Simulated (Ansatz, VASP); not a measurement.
# CdS: VASP beside Ansatz

```
S Cd
1.0
     4.05837    0.00000    0.00000
     0.00000    4.05837    0.00000
     0.00000    0.00000   30.65758
S Cd
3 3
Cartesian
  0.0000 0.0000 15.8184
  2.0292 2.0292 18.7392
  0.0000 0.0000 21.7455
  2.0292 0.0000 17.1789
  4.0584 2.0292 20.1683
  2.0292 0.0000 23.2063
```

Alike in both runs: task single point; functional PBEsol; k mesh 7 × 7 × 1; occupations gaussian, width 0.05 eV; no spin polarisation.

```csv
,VASP,Ansatz
version,VASP 6.6.1,Ansatz 0.2.0
potentials or method,"VASP PAW PBE potentials, release 64 (S, Cd), cutoff 520 eV","scalar-relativistic, plane waves, PAW"
valence electrons in the cell,54,78
```

|  | VASP | Ansatz | Ansatz less VASP |
| --- | --- | --- | --- |
| gap on the k mesh at the Fermi level (eV) | 0.01 | 0.01 | -0.002 |
| least direct gap on the mesh (eV) | 0.08 | 0.08 | -0.001 |
| rms of the force components (eV/Å) | 0.150 | 0.157 | +0.0067 |

VASP's potentials were made for PBE, not for PBEsol. VASP's potentials hold 54 valence electrons a cell and Ansatz's 78, so a difference there can come from the potentials and not from the codes. Ansatz's warnings: xc potential rough in thin density.
